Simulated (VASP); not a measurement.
# LiMg5 in VASP: single point with LDA

Aim: the single point of LiMg5 with LDA.

All numbers are computed with VASP 6.6.1; they aren't measurements. Logs are shortened: lines on timing, memory, paths and dates and some standing lists are left out, and cuts for length are marked.

### Step 1. The cell of the first run

The cell holds a slab with vacuum, 12 atoms: a = 3.152 Å, b = 5.972 Å, c = 30.493 Å, α = 90.00°, β = 90.00°, γ = 105.30°.

### Step 2. Single point, LDA

Input file INCAR:

```
SYSTEM = LiMg5
ALGO     = Fast           ! electronic algorithm
DIPOL    = 0.5 0.5 0.497
EDIFF    = 1E-7           ! SCF threshold, eV
ENCUT    = 520            ! plane-wave cutoff, eV
IDIPOL   = 3            
ISIF     = 2              ! what is computed and relaxed
ISMEAR   = 0              ! smearing method
ISYM     = 0            
LASPH    = .True.         ! aspherical terms in the spheres
LCHARG   = .False.        ! write CHGCAR
LDIPOL   = .True.       
LREAL    = .False.        ! projectors in reciprocal space
LWAVE    = .False.        ! write WAVECAR
NBANDS   = 25             ! bands
NELM     = 60             ! most SCF steps
PREC     = Accurate       ! precision mode
SIGMA    = 0.1            ! smearing width, eV
```

Input file KPOINTS:

```
k-points
0
Gamma
  8 5 1
  0 0 0
```

Input file POSCAR:

```
LiMg5
1.0
    3.1523257600      0.0000000000      0.0000000000
   -1.5761628800      5.7605657300      0.0000000000
    0.0000000000      0.0000000000     30.4926121685
Mg Li
10 2
Direct
    0.1606434000      0.3212868000      0.2951534605
    0.8944837600      0.7889675200      0.3089554804
    0.5516889100      0.1033778200      0.3757608003
    0.2812766400      0.5625532800      0.3898673002
    0.9408532950      0.8817065900      0.4549074601
    0.3225862992      0.6458777985      0.5289188917
    0.0556387245      0.1130146877      0.5438052606
    0.7145908689      0.4297838218      0.6066307582
    0.4433802629      0.8855695286      0.6199337138
    0.1002716891      0.2010768917      0.6827556230
    0.6699801100      0.3399602200      0.4674414101
    0.8318897839      0.6587247893      0.6926144074
```

Potentials or basis: VASP PAW LDA potentials, release 64 (Mg, Li_sv).

On the command line:

```
cat potpaw_LDA.64/Mg/POTCAR potpaw_LDA.64/Li_sv/POTCAR > POTCAR
mpirun -np 1 vasp_std > vasp.out
```

OUTCAR:

```text
SYSTEM = LiMg5
   EDIFF = 1E-7
   ENCUT = 520
   ISIF = 2
   ISMEAR = 0
   ISYM = 0
   LASPH = .True.
   LREAL = .False.
   NELM = 60
   PREC = Accurate

 ion  position               nearest neighbor table
   1  0.161  0.321  0.295-   2 3.10   2 3.15   2 3.15   3 3.18   3 3.18   4 3.21
   2  0.894  0.789  0.309-   1 3.10   3 3.15   3 3.15   1 3.15   1 3.15   4 3.21   4 3.21
   3  0.552  0.103  0.376-   4 3.11   4 3.11  11 3.11   4 3.15   2 3.15   2 3.15   5 3.15   5 3.15
                             1 3.18   1 3.18
   4  0.281  0.563  0.390-   3 3.11   3 3.11  11 3.12  11 3.12   5 3.13   5 3.13   3 3.15   2 3.21
                             2 3.21   1 3.21
   5  0.941  0.882  0.455-   7 3.02   6 3.07   6 3.07  11 3.10  11 3.10   4 3.13   4 3.13   3 3.15
                             3 3.15
   6  0.323  0.646  0.529-  11 3.02  11 3.02   5 3.07   5 3.07   9 3.10   7 3.10   8 3.11   8 3.11
                             7 3.15   7 3.15
   7  0.056  0.113  0.544-   5 3.02   8 3.08   8 3.08   9 3.09   9 3.10  11 3.10  11 3.10   6 3.10
                             6 3.15   6 3.15
   8  0.715  0.430  0.607-  12 2.93   7 3.08   7 3.08   9 3.09   9 3.09  10 3.10  10 3.10   6 3.11
                             6 3.11   9 3.16
   9  0.443  0.886  0.620-  12 3.01  12 3.02  10 3.07  10 3.08   8 3.09   8 3.09   7 3.09   7 3.10
                             6 3.10   8 3.16
  10  0.100  0.201  0.683-   9 3.07   9 3.08  12 3.08  12 3.09   8 3.10   8 3.10
  11  0.670  0.340  0.467-   6 3.02   6 3.02   5 3.10   5 3.10   7 3.10   7 3.10   3 3.11   4 3.12
                             4 3.12
  12  0.832  0.659  0.693-   8 2.93   9 3.01   9 3.02  10 3.08  10 3.09

IMPORTANT INFORMATION: All symmetrisations will be switched off!
NOSYMM: (Re-)initialisation of all symmetry stuff for point group C_1.

----------------------------------------------------------------------------------------

                                     Primitive cell

  volume of cell :     553.7208

  direct lattice vectors                    reciprocal lattice vectors
     3.152325760  0.000000000  0.000000000     0.317226098  0.086797031  0.000000000
    -1.576162880  5.760565730  0.000000000     0.000000000  0.173594061  0.000000000
     0.000000000  0.000000000 30.492612168     0.000000000  0.000000000  0.032794829

  length of vectors
     3.152325760  5.972303321 30.492612168     0.328886183  0.173594061  0.032794829

  position of ions in fractional coordinates (direct lattice)
     0.160643400  0.321286800  0.295153461
     0.894483760  0.788967520  0.308955480
     0.551688910  0.103377820  0.375760800
     0.281276640  0.562553280  0.389867300
     0.940853295  0.881706590  0.454907460
     0.322586299  0.645877799  0.528918892
     0.055638724  0.113014688  0.543805261
     0.714590869  0.429783822  0.606630758
     0.443380263  0.885569529  0.619933714
     0.100271689  0.201076892  0.682755623
     0.669980110  0.339960220  0.467441410
     0.831889784  0.658724789  0.692614407

  ion indices of the primitive-cell ions
   primitive index   ion index
                 1           1
                 2           2
                 3           3
                 4           4
                 5           5
                 6           6
                 7           7
                 8           8
                 9           9
                10          10
                11          11
                12          12

----------------------------------------------------------------------------------------

 KPOINTS: k-points

Automatic generation of k-mesh.
 Grid dimensions read from file:
 generate k-points for:    8    5    1

 Generating k-lattice:

  Cartesian coordinates                     Fractional coordinates (reciprocal lattice)
     0.039653262  0.010849629  0.000000000     0.125000000 -0.000000000  0.000000000
     0.000000000  0.034718812  0.000000000     0.000000000  0.200000000  0.000000000
     0.000000000  0.000000000  0.032794829     0.000000000  0.000000000  1.000000000

  Length of vectors
     0.041110773  0.034718812  0.032794829

  Shift w.r.t. Gamma in fractional coordinates (k-lattice)
     0.000000000  0.000000000  0.000000000

 -----------------------------------------------------------------------------
|                                                                             |
|           W    W    AA    RRRRR   N    N  II  N    N   GGGG   !!!           |
[... 19 lines left out ...]
 Subroutine IBZKPT returns following result:
 ===========================================

 Found     21 irreducible k-points:

 Following reciprocal coordinates:
            Coordinates               Weight
  0.000000  0.000000  0.000000      1.000000
  0.125000  0.000000  0.000000      2.000000
  0.250000  0.000000  0.000000      2.000000
  0.375000  0.000000  0.000000      2.000000
  0.500000  0.000000  0.000000      1.000000
  0.000000  0.200000  0.000000      2.000000
[... 13 lines left out ...]
 -0.250000  0.400000  0.000000      2.000000
 -0.125000  0.400000  0.000000      2.000000
   k-points           NKPTS =     21   k-points in BZ     NKDIM =     21   number of bands    NBANDS=     25
   number of dos      NEDOS =    301   number of ions     NIONS =     12
   total plane-waves  NPLWV = 276480
   dimension x,y,z NGX =    24 NGY =   48 NGZ =  240
   dimension x,y,z NGXF=    48 NGYF=   96 NGZF=  480
   ions per type =              10   2
   NGX,Y,Z   is equivalent  to a cutoff of  12.66, 13.36, 13.08 a.u.
   NGXF,Y,Z  is equivalent  to a cutoff of  25.31, 26.72, 26.17 a.u.
 SYSTEM =  LiMg5
   PREC   = accura    normal or accurate (medium, high low for compatibility)
   ISTART =      0    job   : 0-new  1-cont  2-samecut
   ICHARG =      2    charge: 1-file 2-atom 10-const
   ISPIN  =      1    spin polarized calculation?
   LNONCOLLINEAR =      F non collinear calculations
   LSORBIT =      F    spin-orbit coupling
   LASPH  =      T    aspherical Exc in radial PAW
   ENCUT  =  520.0 eV  38.22 Ry    6.18 a.u.   5.86 11.10 56.70*2*pi/ulx,y,z
   NELM   =     60;   NELMIN=  2; NELMDL= -5     # of ELM steps
   EDIFF  = 0.1E-06   stopping-criterion for ELM
   LREAL  =      F    real-space projection
   EDIFFG = 0.1E-05   stopping-criterion for IOM
   NSW    =      0    number of steps for IOM
   IBRION =     -1    ionic relax: 0-MD 1-quasi-New 2-CG
   NFREE  =      0    steps in history (QN), initial steepest desc. (CG)
   ISIF   =      2    stress and relaxation
   ISYM   =      0    0-nonsym 1-usesym 2-fastsym
   POTIM  = 0.5000    time-step for ionic-motion
   TEBEG  =    0.0;   TEEND  =   0.0 temperature during run
   PSTRESS=    0.0 pullay stress
   NELECT =      26.0000    total number of electrons
   NUPDOWN=      -1.0000    fix difference up-down
   EMIN   =  10.00;   EMAX   =-10.00  energy-range for DOS
   EFERMI =   0.00;   METHOD = LEGACY
   ISMEAR =     0;   SIGMA  =   0.10  broadening in eV -4-tet -1-fermi 0-gaus
   EFERMI_NEDOS =   21; number of points for ismear=-14 and -15
   IALGO  =     68    algorithm
   IMIX   =      4    mixing-type and parameters
     AMIX     =   0.40;   BMIX     =  1.00
     AMIX_MAG =   1.60;   BMIX_MAG =  1.00
  volume/ion in A,a.u.               =      46.14       311.39
  Fermi-wavevector in a.u.,A,eV,Ry     =   0.590612  1.116095  4.746020  0.348823
  Thomas-Fermi vector in A             =   1.638721
   LORBIT       =      0    0 simple, 1 ext, 2 COOP (PROOUT), +10 PAW based schemes
   GGA     = CA    functional components
   LHFCALC =     F    Hartree Fock is set to
   AEXX    =    0.0000 exact exchange contribution
   IVDW    =     0    specifies the selected vdW correction
   LEPSILON=     F    determine dielectric tensor
   LRPA    =     F    only Hartree local field effects (RPA)
 non-spin polarized calculation
 RMM-DIIS sequential band-by-band and
 Gauss-broadening in eV      SIGMA  =   0.10
  energy-cutoff  :      520.00
  volume of cell :      553.72
 maximum number of plane-waves:     14974
   NGX = 11   NGY = 23   NGZ =113

 dipolmoment           0.000000      0.000000      0.008160 electrons x Angstroem

 number of electron      26.0000004 magnetization

 dipolmoment           0.000000      0.000000     -0.029301 electrons x Angstroem

 Free energy of the ion-electron system (eV)
  ---------------------------------------------------
  ext. energy  EPLUGINS =         0.00000000
  ---------------------------------------------------
  free energy    TOTEN  =       -20.88990929 eV

  energy without entropy =      -20.87161849  energy(sigma->0) =      -20.88076389

 E-fermi :  -0.8215     XC(G=0):  -4.6071

 val. band max:       -0.9007708186   @ k =   0.2500   0.0000   0.0000
 cond. band min:      -0.7957614337   @ k =   0.2500   0.2000   0.0000
 fundamental gap:      0.1050093849
 Fermi energy:        -0.8215389590

 k-point     1 :       0.0000    0.0000    0.0000
  band No.  band energies     occupation
      1     -46.9178      2.00000
      2     -46.2531      2.00000
      3      -7.4571      2.00000
      4      -7.1028      2.00000
      5      -6.0396      2.00000
      6      -5.0975      2.00000
[... 577 lines left out ...]
     24       3.4916      0.00000
     25       3.8529      0.00000

------------------------ aborting loop because EDIFF is reached ----------------------------------------

 vacuum level on the upper side and lower side of the slab       (xc-potential included)        -0.174         0.110

  FORCE on cell =-STRESS in cart. coord.  units (eV):
  Direction    XX          YY          ZZ          XY          YZ          ZX
  --------------------------------------------------------------------------------------
  -------------------------------------------------------------------------------------
  Total       -2.3806902     -2.9962379     -1.2878723     -0.5046805     -0.0896545      0.0140575
  in kB       -6.8884674     -8.6695392     -3.7264262     -1.4602802     -0.2594130      0.0406750
  external PRESSURE =      -6.4281443 kB  Pullay stress =       0.0000000 kB

 VOLUME and BASIS-vectors are now :
 -----------------------------------------------------------------------------
  energy-cutoff  :      520.00
  volume of cell :      553.72
      direct lattice vectors                 reciprocal lattice vectors
     3.152325760  0.000000000  0.000000000     0.317226098  0.086797031  0.000000000
    -1.576162880  5.760565730  0.000000000     0.000000000  0.173594061  0.000000000
     0.000000000  0.000000000 30.492612168     0.000000000  0.000000000  0.032794829

 POSITION                                       TOTAL-FORCE (eV/Angst)
 -----------------------------------------------------------------------------------
     -0.00000      1.85079      9.00000        -0.001768      0.095548      0.157626
      1.57616      4.54490      9.42086         0.002032     -0.086080      0.119373
      1.57616      0.59551     11.45793        -0.003601     -0.036455     -0.021506
      0.00000      3.24063     11.88807         0.000426      0.041827      0.006995
      1.57616      5.07913     13.87132         0.002515      0.026318     -0.260238
     -0.00111      3.72062     16.12812         0.000416     -0.005339      0.004256
     -0.00274      0.65103     16.58204        -0.000140      0.002604      0.010012
      1.57521      2.47580     18.49776         0.000028     -0.000914     -0.013651
      0.00188      5.10138     18.90340         0.000055     -0.003891      0.010000
     -0.00084      1.15832     20.81900         0.001245      0.000561     -0.010874
      1.57616      1.95836     14.25351        -0.001287     -0.038178     -0.010476
      1.58413      3.79463     21.11962         0.000077      0.003997      0.008482
 -----------------------------------------------------------------------------------
    total drift:                               -0.000144      0.000047     -0.000886

  FREE ENERGIE OF THE ION-ELECTRON SYSTEM (eV)
  ---------------------------------------------------
  free  energy   TOTEN  =       -20.8899092921 eV

  energy  without entropy=      -20.8716184938  energy(sigma->0) =      -20.88076389

 vacuum level on the upper side and lower side of the slab         2.725         3.015
```

It took 35 min on 1 thread of Oxide Virtual Turin-like, shared host; peak memory 0.54 GiB.

Results:

- Free energy: -20.8899 eV
- Largest force: 0.262 eV/Å
- Band gap on the k mesh: zero (bands 13 and 14 overlap by 1.15 eV)

Forces in eV/Å, atoms in the order of the input:
```
Mg  -0.002  0.096  0.158
Mg   0.002 -0.086  0.119
Mg  -0.004 -0.036 -0.022
Mg   0.000  0.042  0.007
Mg   0.003  0.026 -0.260
Mg   0.000 -0.005  0.004
Mg   0.000  0.003  0.010
Mg   0.000 -0.001 -0.014
Mg   0.000 -0.004  0.010
Mg   0.001  0.001 -0.011
Li  -0.001 -0.038 -0.010
Li   0.000  0.004  0.008
```

Caveat: the cutoff is under 1.25 times the usual one of these potentials, so pressure, stress and relaxed cells hold a basis-set (Pulay) error.

The gap in the log of VASP goes by the Fermi energy; the results here count the filled bands.